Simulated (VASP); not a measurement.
# LaP (I4/mmm) in VASP: notebook

The runs below take LaP through single point, with LDA.

All numbers are computed with VASP 6.6.1; they aren't measurements. Logs are shortened: lines on timing, memory, paths and dates and some standing lists are left out, and cuts for length are marked.

### Step 1. The cell of the first run

It takes space group I4/mmm (No. 139, tetragonal). Conventional cell: a = 4.260 Å, b = 4.260 Å, c = 5.965 Å, α = 90.00°, β = 90.00°, γ = 90.00°. La (site symmetry 4/mmm) has 6 P at 2.98 to 3.01 Å within 3.9 Å. Within 3.9 Å of P (site symmetry 4/mmm) lie 6 La at 2.98 to 3.01 Å.

### Step 2. Single point, LDA (zz strain of -1 %)

Input file INCAR:

```
PREC = Accurate
ENCUT = 520
EDIFF = 1E-6
ISMEAR = -1
SIGMA = 0.03
LREAL = F
LASPH = T
NELM = 80
ALGO = Normal
ISIF = 2
LWAVE = F
LCHARG = F
GGA = CA
NBANDS = 15
```

Input file KPOINTS:

```
regular mesh
0
Gamma
  10 10 10
```

Input file POSCAR:

```
LaP
1.0
    0.0000000000      3.0125000000      2.9823750000
    3.0125000000      0.0000000000      2.9823750000
    3.0125000000      3.0125000000      0.0000000000
La P
1 1
Direct
    0.0000000000      0.0000000000      0.0000000000
    0.5000000000      0.5000000000      0.5000000000
```

Potentials or basis: VASP PAW LDA potentials, release 64 (La, P).

Run with:

```console
cat potpaw_LDA.64/La/POTCAR potpaw_LDA.64/P/POTCAR > POTCAR
mpirun -np 1 vasp_std > vasp.out
```

OUTCAR:

```text
PREC = Accurate
   ENCUT = 520
   EDIFF = 1E-6
   ISMEAR = -1
   LREAL = F
   LASPH = T
   NELM = 80
   ISIF = 2
   GGA = CA

 ion  position               nearest neighbor table
   1  0.000  0.000  0.000-   2 2.98   2 2.98   2 3.01   2 3.01   2 3.01   2 3.01
   2  0.500  0.500  0.500-   1 2.98   1 2.98   1 3.01   1 3.01   1 3.01   1 3.01

  LATTYP: Found a body centered tetragonal cell.
 ALAT       =     4.2603183566
 C/A-ratio  =     1.4000714267

  Lattice vectors:

 A1 = (   0.0000000000,  -3.0125000000,  -2.9823750000)
 A2 = (   0.0000000000,   3.0125000000,  -2.9823750000)
 A3 = (   3.0125000000,   0.0000000000,   2.9823750000)

Analysis of symmetry for initial positions (statically):
=====================================================================
 Subroutine PRICEL returns:
 Original cell was already a primitive cell.

 Routine SETGRP: Setting up the symmetry group for a
 body centered tetragonal supercell.

 Subroutine GETGRP returns: Found 16 space group operations
 (whereof 16 operations were pure point group operations)
 out of a pool of 16 trial point group operations.

The static configuration has the point symmetry D_4h.

Analysis of symmetry for dynamics (positions and initial velocities):
=====================================================================
 Subroutine PRICEL returns:
 Original cell was already a primitive cell.

 Routine SETGRP: Setting up the symmetry group for a
 body centered tetragonal supercell.

 Subroutine GETGRP returns: Found 16 space group operations
 (whereof 16 operations were pure point group operations)
 out of a pool of 16 trial point group operations.

The dynamic configuration has the point symmetry D_4h.

 Subroutine INISYM returns: Found 16 space group operations
 (whereof 16 operations are pure point group operations),
 and found     1 'primitive' translations

----------------------------------------------------------------------------------------

                                     Primitive cell

  volume of cell :      54.1310

  direct lattice vectors                    reciprocal lattice vectors
     0.000000000  3.012500000  2.982375000    -0.165975104  0.165975104  0.167651620
     3.012500000  0.000000000  2.982375000     0.165975104 -0.165975104  0.167651620
     3.012500000  3.012500000  0.000000000     0.165975104  0.165975104 -0.167651620

  length of vectors
     4.239070286  4.239070286  4.260318357     0.288448498  0.288448498  0.288448498

  position of ions in fractional coordinates (direct lattice)
     0.000000000  0.000000000  0.000000000
     0.500000000  0.500000000  0.500000000

  ion indices of the primitive-cell ions
   primitive index   ion index
                 1           1
                 2           2

----------------------------------------------------------------------------------------

 KPOINTS: regular mesh

Automatic generation of k-mesh.
 Grid dimensions read from file:
 generate k-points for:   10   10   10

 Generating k-lattice:

  Cartesian coordinates                     Fractional coordinates (reciprocal lattice)
    -0.016597510  0.016597510  0.016765162     0.100000000 -0.000000000  0.000000000
     0.016597510 -0.016597510  0.016765162    -0.000000000  0.100000000  0.000000000
     0.016597510  0.016597510 -0.016765162     0.000000000  0.000000000  0.100000000

  Length of vectors
     0.028844850  0.028844850  0.028844850

  Shift w.r.t. Gamma in fractional coordinates (k-lattice)
     0.000000000  0.000000000  0.000000000

 Subroutine IBZKPT returns following result:
 ===========================================

 Found    102 irreducible k-points:

 Following reciprocal coordinates:
            Coordinates               Weight
  0.000000  0.000000  0.000000      1.000000
  0.100000 -0.000000  0.000000      8.000000
  0.200000 -0.000000  0.000000      8.000000
  0.300000 -0.000000  0.000000      8.000000
  0.400000  0.000000  0.000000      8.000000
  0.500000  0.000000  0.000000      4.000000
[... 16 lines left out ...]
  0.300000  0.300000  0.000000      2.000000
  0.400000  0.300000  0.000000      8.000000
 [... further k-points ...]
   k-points           NKPTS =    102   k-points in BZ     NKDIM =    102   number of bands    NBANDS=     15
   number of dos      NEDOS =    301   number of ions     NIONS =      2
   total plane-waves  NPLWV =  32768
   dimension x,y,z NGX =    32 NGY =   32 NGZ =   32
   dimension x,y,z NGXF=    64 NGYF=   64 NGZF=   64
   ions per type =               1   1
   NGX,Y,Z   is equivalent  to a cutoff of  12.55, 12.55, 12.49 a.u.
   NGXF,Y,Z  is equivalent  to a cutoff of  25.10, 25.10, 24.97 a.u.
 SYSTEM =  unknown system
   PREC   = accura    normal or accurate (medium, high low for compatibility)
   ISTART =      0    job   : 0-new  1-cont  2-samecut
   ICHARG =      2    charge: 1-file 2-atom 10-const
   ISPIN  =      1    spin polarized calculation?
   LNONCOLLINEAR =      F non collinear calculations
   LSORBIT =      F    spin-orbit coupling
   LASPH  =      T    aspherical Exc in radial PAW
   ENCUT  =  520.0 eV  38.22 Ry    6.18 a.u.   7.88  7.88  7.92*2*pi/ulx,y,z
   NELM   =     80;   NELMIN=  2; NELMDL= -5     # of ELM steps
   EDIFF  = 0.1E-05   stopping-criterion for ELM
   LREAL  =      F    real-space projection
   EDIFFG = 0.1E-04   stopping-criterion for IOM
   NSW    =      0    number of steps for IOM
   IBRION =     -1    ionic relax: 0-MD 1-quasi-New 2-CG
   NFREE  =      0    steps in history (QN), initial steepest desc. (CG)
   ISIF   =      2    stress and relaxation
   ISYM   =      2    0-nonsym 1-usesym 2-fastsym
   POTIM  = 0.5000    time-step for ionic-motion
   TEBEG  =    0.0;   TEEND  =   0.0 temperature during run
   PSTRESS=    0.0 pullay stress
   NELECT =      16.0000    total number of electrons
   NUPDOWN=      -1.0000    fix difference up-down
   EMIN   =  10.00;   EMAX   =-10.00  energy-range for DOS
   EFERMI =   0.00;   METHOD = LEGACY
   ISMEAR =    -1;   SIGMA  =   0.03  broadening in eV -4-tet -1-fermi 0-gaus
   EFERMI_NEDOS =   21; number of points for ismear=-14 and -15
   IALGO  =     38    algorithm
   IMIX   =      4    mixing-type and parameters
     AMIX     =   0.40;   BMIX     =  1.00
     AMIX_MAG =   1.60;   BMIX_MAG =  1.00
  volume/ion in A,a.u.               =      27.07       182.65
  Fermi-wavevector in a.u.,A,eV,Ry     =   1.090518  2.060780 16.180440  1.189229
  Thomas-Fermi vector in A             =   2.226744
   LORBIT       =      0    0 simple, 1 ext, 2 COOP (PROOUT), +10 PAW based schemes
   GGA     = CA    functional components
   LHFCALC =     F    Hartree Fock is set to
   AEXX    =    0.0000 exact exchange contribution
   IVDW    =     0    specifies the selected vdW correction
   LEPSILON=     F    determine dielectric tensor
   LRPA    =     F    only Hartree local field effects (RPA)
 non-spin polarized calculation
  energy-cutoff  :      520.00
  volume of cell :       54.13
 maximum number of plane-waves:      1469
   NGX = 15   NGY = 15   NGZ = 15

 number of electron      16.0000000 magnetization

 Free energy of the ion-electron system (eV)
  ---------------------------------------------------
  ext. energy  EPLUGINS =         0.00000000
  ---------------------------------------------------
  free energy    TOTEN  =       -14.69189855 eV

  energy without entropy =      -14.69103930  energy(sigma->0) =      -14.69146892

 E-fermi :   6.3611     XC(G=0):  -9.9766

 val. band max:        6.3606871002   @ k =   0.1000   0.0000   0.1000
 cond. band min:       6.4679193745   @ k =   0.0000   0.0000   0.0000
 fundamental gap:      0.1072322744
 Fermi energy:         6.3610553088

 k-point     1 :       0.0000    0.0000    0.0000
  band No.  band energies     occupation
      1     -25.2102      2.00000
      2      -8.7722      2.00000
      3      -8.7667      2.00000
      4      -8.7667      2.00000
      5      -2.7614      2.00000
      6       6.4679      0.05519
      7       6.4679      0.05519
      8       6.5028      0.01758
      9       8.0799      0.00000
     10       8.0799      0.00000
     11       8.1644      0.00000
     12       8.9095      0.00000
     13       8.9859      0.00000
     14       9.0367      0.00000
     15       9.4702      0.00000

 k-point     2 :       0.1000   -0.0000    0.0000
  band No.  band energies     occupation
      1     -25.2052      2.00000
      2      -8.8490      2.00000
      3      -8.7750      2.00000
      4      -8.7725      2.00000
      5      -2.6198      2.00000
      6       6.0085      1.99998
      7       6.1718      1.99637
      8       6.1954      1.99204
      9       8.0936      0.00000
     10       8.2204      0.00000
     11       8.2737      0.00000
     12       9.0571      0.00000
     13       9.1241      0.00000
     14       9.1601      0.00000
     15       9.4719      0.00000

 k-point     3 :       0.2000   -0.0000    0.0000
  band No.  band energies     occupation
      1     -25.1922      2.00000
      2      -9.0468      2.00000
      3      -8.7876      2.00000
      4      -8.7876      2.00000
      5      -2.2500      2.00000
      6       5.0884      2.00000
      7       5.6181      2.00000
      8       5.6348      2.00000
      9       8.1416      0.00000
     10       8.5434      0.00000
     11       8.5766      0.00000
     12       9.2516      0.00000
     13       9.2575      0.00000
     14       9.2691      0.00000
     15       9.4752      0.00000
[... 343 lines left out ...]
 k-point    23 :       0.3000    0.3000    0.0000
  band No.  band energies     occupation
      1     -25.1641      2.00000
      2      -9.1876      2.00000
      3      -8.9098      2.00000
      4      -8.9098      2.00000
      5      -2.1014      2.00000
      6       4.4423      2.00000
      7       6.1282      1.99915
      8       6.1282      1.99915
      9       6.6753      0.00006
     10       9.1427      0.00000
     11       9.1812      0.00000
     12       9.1812      0.00000
     13       9.2052      0.00000
     14       9.3520      0.00000
     15       9.7527      0.00000

 k-point    24 :       0.4000    0.3000    0.0000
  band No.  band energies     occupation
      1     -25.1538      2.00000
      2      -9.2564      2.00000
      3      -8.9510      2.00000
      4      -8.9322      2.00000
      5      -2.0951      2.00000
      6       4.6631      2.00000
      7       5.7516      2.00000
      8       5.9818      1.99999
      9       6.8844      0.00000
     10       9.1563      0.00000
     11       9.1885      0.00000
     12       9.2453      0.00000
     13       9.2453      0.00000
     14       9.3810      0.00000
     15       9.6104      0.00000

 [... further k-points ...]

------------------------ aborting loop because EDIFF is reached ----------------------------------------

  FORCE on cell =-STRESS in cart. coord.  units (eV):
  Direction    XX          YY          ZZ          XY          YZ          ZX
  --------------------------------------------------------------------------------------
  -------------------------------------------------------------------------------------
  Total       -1.0168387     -1.0168387     -0.5408255      0.0000000      0.0000000      0.0000000
  in kB      -30.0965198    -30.0965198    -16.0074213      0.0000000      0.0000000      0.0000000
  external PRESSURE =     -25.4001537 kB  Pullay stress =       0.0000000 kB

 VOLUME and BASIS-vectors are now :
 -----------------------------------------------------------------------------
  energy-cutoff  :      520.00
  volume of cell :       54.13
      direct lattice vectors                 reciprocal lattice vectors
     0.000000000  3.012500000  2.982375000    -0.165975104  0.165975104  0.167651620
     3.012500000  0.000000000  2.982375000     0.165975104 -0.165975104  0.167651620
     3.012500000  3.012500000  0.000000000     0.165975104  0.165975104 -0.167651620

 POSITION                                       TOTAL-FORCE (eV/Angst)
 -----------------------------------------------------------------------------------
      0.00000      0.00000      0.00000         0.000000     -0.000000      0.000000
      3.01250      3.01250      2.98238        -0.000000      0.000000     -0.000000
 -----------------------------------------------------------------------------------
    total drift:                                0.000000     -0.000000     -0.000000

  FREE ENERGIE OF THE ION-ELECTRON SYSTEM (eV)
  ---------------------------------------------------
  free  energy   TOTEN  =       -14.6918985515 eV

  energy  without entropy=      -14.6910392975  energy(sigma->0) =      -14.69146892
```

Run time: 1.8 min. Hardware: 1 thread of Intel Xeon 8259CL, shared host; peak memory 0.24 GiB.

Results:

* Free energy: -14.6919 eV
* Pressure: -2.5 GPa
* Band gap on the k mesh: zero (bands 8 and 9 overlap by 0.23 eV)

Caveat: the cell differs from its parent crystal (zz strain of -1 %); spin-orbit coupling is left out, which moves the levels of the heavy elements.

(Part 1 of 2 ends here.)
